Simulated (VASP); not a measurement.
Set up this calculation in VASP 6.6.1, as the native input.

| Quantity | Value |
| --- | --- |
| Task | single point |
| Functional | PBE |
| Dispersion | D3(BJ) |
| Potentials or basis | VASP PAW PBE potentials, release 64 (Au) |
| Cutoff | 520 eV |
| k mesh | 4 × 4 × 1 |
| Occupations | gaussian, width 0.1 eV |
| Spin | no spin polarisation |
| Dipole correction | yes |
| Further INCAR settings | ALGO = Normal; EDIFF = 1e-06; NBANDS = 78 |

The structure of Au lies in POSCAR:

```
Au
1.0
    5.8027911561      0.0000000000      0.0000000000
   -2.9013955780      5.0253645540      0.0000000000
    0.0000000000      0.0000000000     24.7360591388
Au
12
Direct
    0.3333333333      0.1666666667      0.3234144920
    0.3333333333      0.6666666667      0.3234144920
    0.8333333333      0.1666666667      0.3234144920
    0.8333333333      0.6666666667      0.3234144920
    0.6666481789      0.3332963579      0.4234230652
    0.6666481789      0.8333518211      0.4234230652
    0.1666666667      0.3333333333      0.4231777409
    0.1667036421      0.8333518211      0.4234230652
   -0.0007376599      0.5007376599      0.5225914585
   -0.0007376599     -0.0014753197      0.5225914585
    0.5014753197      0.5007376599      0.5225914585
    0.5000000000      0.0000000000      0.5223523721
```

The input as run:

INCAR

```
ALGO = Normal ; DIPOL = 0.5 0.5 0.423
EDIFF = 1E-6 ; ENCUT = 520
GGA = PE ; IDIPOL = 3
ISIF = 2 ; ISMEAR = 0
IVDW = 12 ; LASPH = T
LCHARG = T ; LDIPOL = T
LELF = T ; LREAL = F
LVACPOTAV = T ; LVHAR = T
LWAVE = F ; NBANDS = 78
NELM = 100 ; PREC = Accurate
SIGMA = 0.1
```

KPOINTS

```
k-points
0
Gamma
  4 4 1
```

Potentials or basis: VASP PAW PBE potentials, release 64 (Au).

Command:

```console
$ cat potpaw_PBE.64/Au/POTCAR > POTCAR
$ mpirun -np 1 vasp_std > vasp.out
```

It gave:

- Largest force: 0.134 eV/Å
- Band gap on the k mesh: zero (bands 66 and 67 overlap by 0.64 eV)
- Dispersion energy per atom: -0.437 eV

Caveat: spin-orbit coupling is left out, which moves the levels of the heavy elements.

Wall time 19 min on 1 thread of Intel Xeon 8259CL, with other jobs on the host, peak memory 0.85 GiB.
